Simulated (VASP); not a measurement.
Si4Ru: single point with PBE

Crystal: Si4Ru.

```
Si Ru
1.0
     5.29125    0.00000    0.00000
     0.00000    5.29125    0.00000
     0.00000    0.00000    2.79067
Si Ru
4 1
Direct
  0.27363 0.72637 0.50000
  0.72637 0.27363 0.50000
  0.27363 0.27363 0.50000
  0.72637 0.72637 0.50000
  0.00000 0.00000 0.00000
```

```
Program                : VASP 6.6.1
Task                   : single point
Functional             : PBE
Potentials or basis    : VASP PAW PBE potentials, release 64 (Si, Ru_pv)
Cutoff                 : 520 eV
k mesh                 : 6 × 6 × 12
Occupations            : gaussian, width 0.1 eV
Spin                   : no spin polarisation
Dipole correction      : no
Further INCAR settings : ALGO = Normal; EDIFF = 1e-06; NBANDS = 23
```

* Pressure: 0.0 GPa
* Largest force: 0.005 eV/Å
* Band gap on the k mesh: zero (band 15 reaches 9.54 eV, above the bottom of band 16 at 8.44 eV)

Forces in eV/Å, atoms in the order of the input:
```
Si   0.004 -0.004  0.000
Si  -0.004  0.004  0.000
Si   0.004  0.004  0.000
Si  -0.004 -0.004  0.000
Ru   0.000  0.000  0.000
```

Levels at points of the mesh, in eV from the Fermi level:
```tsv
k point	band 11	band 12	band 13	band 14	band 15	band 16	band 17	band 18	band 19	band 20
(0.00, 0.00, 0.00)	-2.63	-2.63	-1.34	-1.34	-0.69	1.63	2.86	4.59	6.56	6.56
(0.50, 0.00, 0.00)	-2.61	-1.75	-1.47	-1.38	-1.33	2.44	3.44	5.04	5.86	5.94
(0.50, 0.50, 0.00)	-1.37	-1.37	-1.02	-0.52	-0.52	1.34	1.34	3.42	4.09	4.58
(0.00, 0.00, 0.50)	-2.69	-2.69	-2.60	-2.60	-2.24	-0.26	0.44	3.33	3.70	4.02
(0.50, 0.00, 0.50)	-3.95	-1.91	-1.90	-1.11	-0.79	1.05	1.15	2.52	2.67	2.68
(0.50, 0.50, 0.50)	-3.55	-2.81	-2.81	-1.71	-1.10	1.15	2.10	2.49	3.12	4.69
```

It took 120 s on 1 thread of Intel(R) Xeon(R) Platinum 8488C (Sapphire Rapids), on a shared host, peak memory 0.25 GiB.
